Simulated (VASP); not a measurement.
# Si (Ia-3d) in VASP: notebook

Si is run at these levels: PBE; tasks: single point, relaxation of cell and atoms.

All numbers are computed with VASP 6.6.1; they aren't measurements. Logs are shortened: lines on timing, memory, paths and dates and some standing lists are left out, and cuts for length are marked.

## (1) The cell of the first run

It takes space group Ia-3d (No. 230, cubic). Conventional cell: a = 7.250 Å, b = 7.250 Å, c = 7.250 Å, α = 90.00°, β = 90.00°, γ = 90.00°. Si (site symmetry -4) has 4 Si at 2.22 Å within 2.9 Å.

The cell was built from a structure type or drawn by symmetry, and may not be a known phase.

## (2) Single point, PBE

INCAR reads:

```
SYSTEM = Si
  PREC = Accurate
  ENCUT = 520
  EDIFF = 1E-6
  ISMEAR = 0
  SIGMA = 0.1
  LREAL = .False.
  LASPH = .True.
  NELM = 80
  ALGO = Normal
  ISIF = 2
  LWAVE = .False.
  LCHARG = .False.
  GGA = PE
  NBANDS = 36
```

KPOINTS reads:

```
Automatic mesh
0
Gamma
  4 4 4
  0 0 0
```

POSCAR reads:

```
Si
1.0
   -3.6252448200      3.6252448200      3.6252448200
    3.6252448200     -3.6252448200      3.6252448200
    3.6252448200      3.6252448200     -3.6252448200
Si
12
Direct
    0.1250000000      0.7500000000      0.8750000000
    0.7500000000      0.3750000000      0.6250000000
    0.6250000000      0.3750000000      0.2500000000
    0.7500000000      0.8750000000      0.1250000000
    0.1250000000      0.8750000000      0.2500000000
    0.2500000000      0.1250000000      0.8750000000
    0.8750000000      0.1250000000      0.7500000000
    0.3750000000      0.6250000000      0.7500000000
    0.3750000000      0.2500000000      0.6250000000
    0.8750000000      0.2500000000      0.1250000000
    0.2500000000      0.6250000000      0.3750000000
    0.6250000000      0.7500000000      0.3750000000
```

Potentials or basis: VASP PAW PBE potentials, release 64 (Si).

Started as:

```console
> cat potpaw_PBE.64/Si/POTCAR > POTCAR
> mpirun -np 1 vasp_std > vasp.out
```

OUTCAR:

```text
SYSTEM = Si
   PREC = Accurate
   ENCUT = 520
   EDIFF = 1E-6
   ISMEAR = 0
   LREAL = .False.
   LASPH = .True.
   NELM = 80
   ISIF = 2
   GGA = PE

 ion  position               nearest neighbor table
   1  0.125  0.750  0.875-   2 2.22   5 2.22   6 2.22   8 2.22
   2  0.750  0.375  0.625-   1 2.22   3 2.22   7 2.22   9 2.22
   3  0.625  0.375  0.250-   2 2.22   6 2.22  10 2.22  12 2.22
   4  0.750  0.875  0.125-   5 2.22   8 2.22  10 2.22  12 2.22
   5  0.125  0.875  0.250-   1 2.22   4 2.22   9 2.22  11 2.22
   6  0.250  0.125  0.875-   1 2.22   3 2.22   7 2.22   9 2.22
   7  0.875  0.125  0.750-   2 2.22   6 2.22  10 2.22  12 2.22
   8  0.375  0.625  0.750-   1 2.22   4 2.22   9 2.22  11 2.22
   9  0.375  0.250  0.625-   2 2.22   5 2.22   6 2.22   8 2.22
  10  0.875  0.250  0.125-   3 2.22   4 2.22   7 2.22  11 2.22
  11  0.250  0.625  0.375-   5 2.22   8 2.22  10 2.22  12 2.22
  12  0.625  0.750  0.375-   3 2.22   4 2.22   7 2.22  11 2.22

  LATTYP: Found a body centered cubic cell.
 ALAT       =     7.2504896400

  Lattice vectors:

 A1 = (  -3.6252448200,   3.6252448200,   3.6252448200)
 A2 = (   3.6252448200,  -3.6252448200,   3.6252448200)
 A3 = (   3.6252448200,   3.6252448200,  -3.6252448200)

Analysis of symmetry for initial positions (statically):
=====================================================================
 Subroutine PRICEL returns:
 Original cell was already a primitive cell.

 Routine SETGRP: Setting up the symmetry group for a
 body centered cubic supercell.

 Subroutine GETGRP returns: Found 48 space group operations
 (whereof  6 operations were pure point group operations)
 out of a pool of 48 trial point group operations.

The static configuration has the point symmetry S_6 .
 The point group associated with its full space group is O_h .

Analysis of symmetry for dynamics (positions and initial velocities):
=====================================================================
 Subroutine PRICEL returns:
 Original cell was already a primitive cell.

 Routine SETGRP: Setting up the symmetry group for a
 body centered cubic supercell.

 Subroutine GETGRP returns: Found 48 space group operations
 (whereof  6 operations were pure point group operations)
 out of a pool of 48 trial point group operations.

The dynamic configuration has the point symmetry S_6 .
 The point group associated with its full space group is O_h .

 Subroutine INISYM returns: Found 48 space group operations
 (whereof  6 operations are pure point group operations),
 and found     1 'primitive' translations

----------------------------------------------------------------------------------------

                                     Primitive cell

  volume of cell :     190.5777

  direct lattice vectors                    reciprocal lattice vectors
    -3.625244820  3.625244820  3.625244820     0.000000000  0.137921720  0.137921720
     3.625244820 -3.625244820  3.625244820     0.137921720  0.000000000  0.137921720
     3.625244820  3.625244820 -3.625244820     0.137921720  0.137921720  0.000000000

  length of vectors
     6.279108218  6.279108218  6.279108218     0.195050767  0.195050767  0.195050767

  position of ions in fractional coordinates (direct lattice)
     0.125000000  0.750000000  0.875000000
     0.750000000  0.375000000  0.625000000
     0.625000000  0.375000000  0.250000000
     0.750000000  0.875000000  0.125000000
     0.125000000  0.875000000  0.250000000
     0.250000000  0.125000000  0.875000000
     0.875000000  0.125000000  0.750000000
     0.375000000  0.625000000  0.750000000
     0.375000000  0.250000000  0.625000000
     0.875000000  0.250000000  0.125000000
     0.250000000  0.625000000  0.375000000
     0.625000000  0.750000000  0.375000000

  ion indices of the primitive-cell ions
   primitive index   ion index
                 1           1
                 2           2
                 3           3
                 4           4
                 5           5
                 6           6
                 7           7
                 8           8
                 9           9
                10          10
                11          11
                12          12

----------------------------------------------------------------------------------------

 KPOINTS: Automatic mesh

Automatic generation of k-mesh.
 Grid dimensions read from file:
 generate k-points for:    4    4    4

 Generating k-lattice:

  Cartesian coordinates                     Fractional coordinates (reciprocal lattice)
     0.000000000  0.034480430  0.034480430     0.250000000  0.000000000  0.000000000
     0.034480430  0.000000000  0.034480430     0.000000000  0.250000000  0.000000000
     0.034480430  0.034480430  0.000000000     0.000000000  0.000000000  0.250000000

  Length of vectors
     0.048762692  0.048762692  0.048762692

  Shift w.r.t. Gamma in fractional coordinates (k-lattice)
     0.000000000  0.000000000  0.000000000

 Subroutine IBZKPT returns following result:
 ===========================================

 Found      8 irreducible k-points:

 Following reciprocal coordinates:
            Coordinates               Weight
  0.000000  0.000000  0.000000      1.000000
  0.250000  0.000000  0.000000     12.000000
  0.500000  0.000000  0.000000      6.000000
  0.250000  0.250000  0.000000     24.000000
  0.250000  0.250000  0.250000      2.000000
 -0.250000  0.250000  0.250000      6.000000
  0.500000  0.500000  0.250000     12.000000
  0.500000  0.500000  0.500000      1.000000
   k-points           NKPTS =      8   k-points in BZ     NKDIM =      8   number of bands    NBANDS=     36
   number of dos      NEDOS =    301   number of ions     NIONS =     12
   total plane-waves  NPLWV = 110592
   dimension x,y,z NGX =    48 NGY =   48 NGZ =   48
   dimension x,y,z NGXF=    96 NGYF=   96 NGZF=   96
   ions per type =              12
   NGX,Y,Z   is equivalent  to a cutoff of  12.71, 12.71, 12.71 a.u.
   NGXF,Y,Z  is equivalent  to a cutoff of  25.42, 25.42, 25.42 a.u.
 SYSTEM =  Si
   PREC   = accura    normal or accurate (medium, high low for compatibility)
   ISTART =      0    job   : 0-new  1-cont  2-samecut
   ICHARG =      2    charge: 1-file 2-atom 10-const
   ISPIN  =      1    spin polarized calculation?
   LNONCOLLINEAR =      F non collinear calculations
   LSORBIT =      F    spin-orbit coupling
   LASPH  =      T    aspherical Exc in radial PAW
   ENCUT  =  520.0 eV  38.22 Ry    6.18 a.u.  11.67 11.67 11.67*2*pi/ulx,y,z
   NELM   =     80;   NELMIN=  2; NELMDL= -5     # of ELM steps
   EDIFF  = 0.1E-05   stopping-criterion for ELM
   LREAL  =      F    real-space projection
   EDIFFG = 0.1E-04   stopping-criterion for IOM
   NSW    =      0    number of steps for IOM
   IBRION =     -1    ionic relax: 0-MD 1-quasi-New 2-CG
   NFREE  =      0    steps in history (QN), initial steepest desc. (CG)
   ISIF   =      2    stress and relaxation
   ISYM   =      2    0-nonsym 1-usesym 2-fastsym
   POTIM  = 0.5000    time-step for ionic-motion
   TEBEG  =    0.0;   TEEND  =   0.0 temperature during run
   PSTRESS=    0.0 pullay stress
   NELECT =      48.0000    total number of electrons
   NUPDOWN=      -1.0000    fix difference up-down
   EMIN   =  10.00;   EMAX   =-10.00  energy-range for DOS
   EFERMI =   0.00;   METHOD = LEGACY
   ISMEAR =     0;   SIGMA  =   0.10  broadening in eV -4-tet -1-fermi 0-gaus
   EFERMI_NEDOS =   21; number of points for ismear=-14 and -15
   IALGO  =     38    algorithm
   IMIX   =      4    mixing-type and parameters
     AMIX     =   0.40;   BMIX     =  1.00
     AMIX_MAG =   1.60;   BMIX_MAG =  1.00
  volume/ion in A,a.u.               =      15.88       107.17
  Fermi-wavevector in a.u.,A,eV,Ry     =   1.033867  1.953725 14.543002  1.068880
  Thomas-Fermi vector in A             =   2.168134
   LORBIT       =      0    0 simple, 1 ext, 2 COOP (PROOUT), +10 PAW based schemes
   GGA     = PE    functional components
   LHFCALC =     F    Hartree Fock is set to
   AEXX    =    0.0000 exact exchange contribution
   IVDW    =     0    specifies the selected vdW correction
   LEPSILON=     F    determine dielectric tensor
   LRPA    =     F    only Hartree local field effects (RPA)
 non-spin polarized calculation
 Gauss-broadening in eV      SIGMA  =   0.10
  energy-cutoff  :      520.00
  volume of cell :      190.58
 maximum number of plane-waves:      5162
 NGX is ok and might be reduce to    48
   NGX = 23   NGY = 23   NGZ = 23

 number of electron      48.0000000 magnetization

 Free energy of the ion-electron system (eV)
  ---------------------------------------------------
  ext. energy  EPLUGINS =         0.00000000
  ---------------------------------------------------
  free energy    TOTEN  =       -59.01561598 eV

  energy without entropy =      -59.01318268  energy(sigma->0) =      -59.01439933

 E-fermi :   8.0754     XC(G=0): -10.4470

 val. band max:        8.0446727127   @ k =   0.0000   0.0000   0.0000
 cond. band min:       8.8235401935   @ k =   0.2500   0.0000   0.0000
 fundamental gap:      0.7788674809
 Fermi energy:         8.0753542338

 k-point     1 :       0.0000    0.0000    0.0000
  band No.  band energies     occupation
      1      -5.2486      2.00000
      2      -1.3669      2.00000
      3      -1.3669      2.00000
      4      -0.7915      2.00000
      5      -0.7915      2.00000
      6      -0.7915      2.00000
[... 28 lines left out ...]
     35      12.4473      0.00000
     36      12.6047      0.00000
[... 242 lines left out ...]
      6      -2.7650      2.00000
[... 28 lines left out ...]
     35      10.8027      0.00000
     36      10.8027      0.00000

------------------------ aborting loop because EDIFF is reached ----------------------------------------

  FORCE on cell =-STRESS in cart. coord.  units (eV):
  Direction    XX          YY          ZZ          XY          YZ          ZX
  --------------------------------------------------------------------------------------
  -------------------------------------------------------------------------------------
  Total       34.0671424     34.0671424     34.0671424     -0.0000000     -0.0000000      0.0000000
  in kB      286.4008316    286.4008316    286.4008316     -0.0000000     -0.0000000      0.0000000
  external PRESSURE =     286.4008316 kB  Pullay stress =       0.0000000 kB

 VOLUME and BASIS-vectors are now :
 -----------------------------------------------------------------------------
  energy-cutoff  :      520.00
  volume of cell :      190.58
      direct lattice vectors                 reciprocal lattice vectors
    -3.625244820  3.625244820  3.625244820     0.000000000  0.137921720  0.137921720
     3.625244820 -3.625244820  3.625244820     0.137921720  0.000000000  0.137921720
     3.625244820  3.625244820 -3.625244820     0.137921720  0.137921720  0.000000000

 POSITION                                       TOTAL-FORCE (eV/Angst)
 -----------------------------------------------------------------------------------
      5.43787      0.90631      0.00000        -0.000000     -0.000000      0.000000
      0.90631      3.62524      1.81262        -0.000000      0.000000     -0.000000
      0.00000      1.81262      2.71893         0.000000      0.000000     -0.000000
      0.90631      0.00000      5.43787         0.000000     -0.000000     -0.000000
      3.62524     -1.81262      2.71893        -0.000000      0.000000      0.000000
      2.71893      3.62524     -1.81262        -0.000000      0.000000      0.000000
      0.00000      5.43787      0.90631         0.000000     -0.000000      0.000000
      3.62524      1.81262      0.90631         0.000000     -0.000000     -0.000000
      1.81262      2.71893      0.00000         0.000000      0.000000     -0.000000
     -1.81262      2.71893      3.62524         0.000000     -0.000000     -0.000000
      2.71893      0.00000      1.81262        -0.000000     -0.000000      0.000000
      1.81262      0.90631      3.62524        -0.000000     -0.000000      0.000000
 -----------------------------------------------------------------------------------
    total drift:                                0.000000      0.000000     -0.000000

  FREE ENERGIE OF THE ION-ELECTRON SYSTEM (eV)
  ---------------------------------------------------
  free  energy   TOTEN  =       -59.0156159820 eV

  energy  without entropy=      -59.0131826758  energy(sigma->0) =      -59.01439933
```

Run time: 61 s. Hardware: 1 thread of Intel Xeon Platinum 8259CL at 2.50GHz (Skylake/Cascade Lake), shared host; peak memory 0.3 GiB.

Results:

| Quantity | Value |
| --- | --- |
| Free energy | -59.0156 eV |
| Pressure | 28.6 GPa |
| Band gap on the k mesh | zero (filled and empty bands touch) |

Caveat: the cell stands under pressure; semilocal functionals underestimate gaps, so a narrow gap can read as zero.

## (3) Single point, PBE

This run uses another cell than the first one, of 19.58 Å³/atom.

INCAR reads:

```
ALGO = Normal
EDIFF = 1E-6
ENCUT = 520
GGA = PE
ISIF = 2
ISMEAR = 0
LASPH = True
LCHARG = False
LREAL = False
LWAVE = False
NBANDS = 36
NELM = 80
PREC = Accurate
SIGMA = 0.1
```

KPOINTS reads:

```
k-points
0
Gamma
  4 4 4
```

POSCAR: that of step 2 with these lines changed.

```diff
@@ -2,5 +2,5 @@
 1.0
-   -3.6252448200      3.6252448200      3.6252448200
-    3.6252448200     -3.6252448200      3.6252448200
-    3.6252448200      3.6252448200     -3.6252448200
+   -3.8871265079      3.8871265079      3.8871265079
+    3.8871265079     -3.8871265079      3.8871265079
+    3.8871265079      3.8871265079     -3.8871265079
 Si
```

Potentials or basis: VASP PAW PBE potentials, release 64 (Si).

Started as:

```console
> cat potpaw_PBE.64/Si/POTCAR > POTCAR
> mpirun -np 1 vasp_std > vasp.out
```

Wall time 1.7 min (1 thread of Intel Xeon Platinum 8259CL at 2.50GHz (Skylake/Cascade Lake), shared host); peak memory 0.33 GiB.

The run converged. Its results:

```yaml
Free_energy: -62.3310 eV
Pressure: 0.0 GPa
Band_gap_on_the_k_mesh: 0.38 eV
```

Levels at points of the mesh, in eV from the valence-band top:
```tsv
k point	band 20	band 21	band 22	band 23	band 24	band 25	band 26	band 27	band 28	band 29
(0.00, 0.00, 0.00)	-0.23	-0.23	0.00	0.00	0.00	0.38	2.41	2.97	2.97	2.97
(0.50, 0.00, 0.00)	-1.43	-1.31	-1.31	-0.61	-0.61	1.55	1.55	2.06	2.06	3.23
(0.50, 0.50, 0.50)	-0.67	-0.67	-0.67	-0.67	-0.67	0.97	0.97	0.97	0.97	0.97
```

## (4) Relaxation of cell and atoms, PBE

INCAR reads:

```
SYSTEM = Si
PREC     = Accurate       ! precision mode
ENCUT    = 600            ! plane-wave cutoff, eV
EDIFF    = 1E-6           ! SCF threshold, eV
ISMEAR   = 0              ! smearing method
SIGMA    = 0.1            ! smearing width, eV
LREAL    = .False.        ! projectors in reciprocal space
LASPH    = .True.         ! aspherical terms in the spheres
NELM     = 100            ! most SCF steps
ALGO     = Normal         ! electronic algorithm
ISIF     = 3              ! what is computed and relaxed
LWAVE    = .False.        ! write WAVECAR
LCHARG   = .False.        ! write CHGCAR
GGA      = PE             ! functional
IBRION   = 2              ! ionic algorithm
NSW      = 90             ! ionic steps
EDIFFG   = -0.04          ! ionic threshold
```

KPOINTS reads:

```
Automatic mesh
0
Gamma
  4 4 4
  0 0 0
```

POSCAR: that of step 3 with these lines changed.

```diff
@@ -2,5 +2,5 @@
 1.0
-   -3.8871265079      3.8871265079      3.8871265079
-    3.8871265079     -3.8871265079      3.8871265079
-    3.8871265079      3.8871265079     -3.8871265079
+   -3.6252448200      3.6252448200      3.6252448200
+    3.6252448200     -3.6252448200      3.6252448200
+    3.6252448200      3.6252448200     -3.6252448200
 Si
```

Started as:

```console
> cat potpaw_PBE.64/Si/POTCAR > POTCAR
> mpirun -np 1 vasp_std > vasp.out
```

It took 3.9 min on 1 thread of Intel Xeon Platinum 8259CL at 2.50GHz (Skylake/Cascade Lake), shared host; peak memory 0.35 GiB.

It converged, with:

```
Free energy                           : -62.3280 eV
Relaxed volume                        : 19.63 Å³/atom
Relaxed cell                          : a = 6.739 Å, b = 6.739 Å, c = 6.739 Å, α = 109.47°, β = 109.47°, γ = 109.47°
Space group after relaxing (to 0.1 Å) : Ia-3d (No. 230)
Energy gained by relaxing             : 276.0 meV/atom
Ionic steps                           : 3
Pressure after relaxing               : -0.3 GPa
Band gap on the k mesh                : 0.39 eV
```

Step by step:
| step | energy change (eV) | largest force (eV/Å) | pressure (GPa) | volume (Å³) |
| --- | --- | --- | --- | --- |
| 1 | 0.0000 | 0.0000 | 28.65 | 190.58 |
| 2 | -1.5715 | 0.0000 | -10.46 | 280.12 |
| 3 | -3.3119 | 0.0000 | -0.26 | 235.60 |

Final structure:
```
Si
1.0
    -3.89082    3.89082    3.89082
     3.89082   -3.89082    3.89082
     3.89082    3.89082   -3.89082
Si
12
Direct
  0.12500 0.75000 0.87500
  0.75000 0.37500 0.62500
  0.62500 0.37500 0.25000
  0.75000 0.87500 0.12500
  0.12500 0.87500 0.25000
  0.25000 0.12500 0.87500
  0.87500 0.12500 0.75000
  0.37500 0.62500 0.75000
  0.37500 0.25000 0.62500
  0.87500 0.25000 0.12500
  0.25000 0.62500 0.37500
  0.62500 0.75000 0.37500
```

Levels at points of the mesh, in eV from the valence-band top:
```csv
k point,band 22,band 23,band 24,band 25,band 26,band 27
"(0.00, 0.00, 0.00)",0.00,0.00,0.00,0.39,2.39,2.97
"(0.50, 0.00, 0.00)",-1.31,-0.61,-0.61,1.55,1.55,2.06
"(0.50, 0.50, 0.50)",-0.67,-0.67,-0.67,0.97,0.97,0.97
```

Caveat: the volume moved by over 15 % at a fixed basis, so the end points are rough.

[end of part 1 of 2]
